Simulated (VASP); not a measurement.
Wanted: the native input for a VASP 6.6.1 run.

* Task: relaxation of cell and atoms
* Functional: PBE
* Potentials or basis: VASP PAW PBE potentials, release 64 (Tl_d)
* Cutoff: 600 eV
* k mesh: 6 × 6 × 6
* Occupations: gaussian, width 0.1 eV
* Spin: no spin polarisation
* Dipole correction: no
* Further INCAR settings: ALGO = Normal; EDIFF = 1e-06; IBRION = 2; EDIFFG = -0.04; NSW = 90; ISIF = 3

The structure of Tl lies in POSCAR:

```
Tl
1.0
    3.4426783677      0.0000000000      0.0000000000
   -1.7213391839      2.9814469235      0.0000000000
    0.0000000000      0.0000000000      3.1887085755
Tl
1
Direct
    0.0000000000      0.0000000000      0.5000000000
```

One way to write it, as run:

INCAR

```
PREC = Accurate ; ENCUT = 600
EDIFF = 1E-6 ; ISMEAR = 0
SIGMA = 0.1 ; LREAL = False
LASPH = True ; NELM = 100
ALGO = Normal ; ISIF = 3
LWAVE = False ; LCHARG = False
GGA = PE ; IBRION = 2
NSW = 90 ; EDIFFG = -0.04
```

KPOINTS

```
Automatic mesh
0
Gamma
  6 6 6
```

Potentials or basis: VASP PAW PBE potentials, release 64 (Tl_d).

Command:

```sh
$ cat potpaw_PBE.64/Tl_d/POTCAR > POTCAR
$ mpirun -np 1 vasp_std > vasp.out
```

Results of the run:

| Item | Value |
| --- | --- |
| Relaxed volume | 33.18 Å³/atom |
| Relaxed cell | a = 3.399 Å, b = 3.399 Å, c = 3.317 Å, α = 90.00°, β = 90.00°, γ = 120.00° |
| Space group after relaxing (to 0.05 Å) | P6/mmm (No. 191) |
| Energy gained by relaxing | 7.4 meV/atom |
| Ionic steps | 10 |
| Pressure after relaxing | 0.0 GPa |

Run time: 49 s on 1 thread of Intel(R) Xeon(R) Platinum 8259CL CPU @ 2.50GHz (Skylake/Cascade Lake), on a shared host, peak memory 0.16 GiB.
